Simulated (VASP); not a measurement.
Set up this calculation in VASP 6.6.1, as the native input.

```
Task                   : single point
Functional             : PBE
Potentials or basis    : VASP PAW PBE potentials, release 64 (Mg, S)
Cutoff                 : 520 eV
k mesh                 : 9 × 9 × 8
Occupations            : gaussian, width 0.05 eV
Spin                   : no spin polarisation
Dipole correction      : no
Further INCAR settings : ALGO = Normal; EDIFF = 1e-07; NBANDS = 16; ISYM = 0
```

The structure of MgS lies in POSCAR:

```
MgS
1.0
    0.0000000000     -2.8841979024     -2.8841979024
   -2.8841979024      0.0000000000     -2.8841979024
    2.8841979024      2.8841979024     -5.7683958049
Mg S
2 2
Direct
    0.0000000000      0.0000000000      0.0000000000
    0.5000000000      0.5000000000      0.5000000000
    0.3750000000      0.3750000000      0.8750000000
    0.8750000000      0.8750000000      0.3750000000
```

The input as run:

INCAR

```
PREC = Accurate
ENCUT = 520
EDIFF = 1E-7
ISMEAR = 0
SIGMA = 0.05
LREAL = F
LASPH = T
NELM = 100
ALGO = Normal
ISIF = 2
LWAVE = F
LCHARG = F
GGA = PE
ISYM = 0
NBANDS = 16
```

KPOINTS

```
regular mesh
0
Gamma
  9 9 8
```

Potentials or basis: VASP PAW PBE potentials, release 64 (Mg, S).

Command:

```console
$ cat potpaw_PBE.64/Mg/POTCAR potpaw_PBE.64/S/POTCAR > POTCAR
$ mpirun -np 1 vasp_std > vasp.out
```

It gave:

| Quantity | Value |
| --- | --- |
| Pressure | -2.1 GPa |
| Band gap on the k mesh | 3.19 eV |

Run time: 9.2 min on 1 thread of Intel Xeon 8259CL (shared host), peak memory 0.56 GiB.
